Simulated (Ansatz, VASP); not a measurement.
# One calculation of Ba2SO, two programs

```
O Ba S
1.0
     4.26014    0.00000    0.00000
     0.00000    4.26014    0.00000
     0.00000    0.00000    6.03060
O Ba S
1 2 1
Direct
  0.00000 0.00000 0.00000
  0.00000 0.00000 0.50000
  0.50000 0.50000 0.00000
  0.50000 0.50000 0.50000
```

Alike in both runs: task single point; functional PBE; k mesh 6 × 6 × 4; no spin polarisation.

|  | VASP | Ansatz |
| --- | --- | --- |
| version | VASP 6.6.1 | Ansatz 0.2.0 |
| potentials or method | VASP PAW PBE potentials, release 64 (O, Ba_sv, S) | plane waves, PAW |
| plane-wave cutoff (eV) | 520 | 420 |
| occupations | gaussian, width 0.01 eV | fixed |
| valence electrons in the cell | 32 | 32 |

|  | VASP | Ansatz | Ansatz less VASP |
| --- | --- | --- | --- |
| gap on the k mesh at the Fermi level (eV) | 1.54 | 1.62 | +0.071 |
| pressure (GPa) | 2.5 | 1.6 | -0.89 |

Neither program's run includes spin-orbit coupling.
